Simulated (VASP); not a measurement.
A run of VASP 6.6.1 is set up as follows.

The input INCAR:

```
ALGO     = Fast           # electronic algorithm
EDIFF    = 1E-7           # SCF threshold, eV
ENCUT    = 520            # plane-wave cutoff, eV
GGA      = PE             # functional
ISIF     = 2              # what is computed and relaxed
ISMEAR   = 0              # smearing method
LASPH    = T              # aspherical terms in the spheres
LCHARG   = F              # write CHGCAR
LREAL    = F              # projectors in reciprocal space
LWAVE    = F              # write WAVECAR
NBANDS   = 24             # bands
NELM     = 80             # most SCF steps
PREC     = Accurate       # precision mode
SIGMA    = 0.1            # smearing width, eV
```

KPOINTS

```
k-points
0
Gamma
  12 12 12
```

Contents of POSCAR:

```
TlPt2
1.0
    4.3947942758      0.0000000000      0.0000000000
   -2.1973971379      3.8060034873      0.0000000000
    0.0000000000      0.0000000000      3.7130896399
Tl Pt
1 2
Direct
    0.0000000000      0.0000000000      0.0000000000
    0.3333333333      0.6666666667      0.5000000000
    0.6666666667      0.3333333333      0.5000000000
```

Potentials or basis: VASP PAW PBE potentials, release 64 (Tl_d, Pt).

Run with:

```sh
$ cat potpaw_PBE.64/Tl_d/POTCAR potpaw_PBE.64/Pt/POTCAR > POTCAR
$ mpirun -np 1 vasp_std > vasp.out
```

**Question.** Predict the pressure.

**Answer.** -0.2 GPa.

Stress tensor (GPa, compression positive):
```
-0.33  0.00  0.00
 0.00 -0.33  0.00
 0.00  0.00 -0.07
```
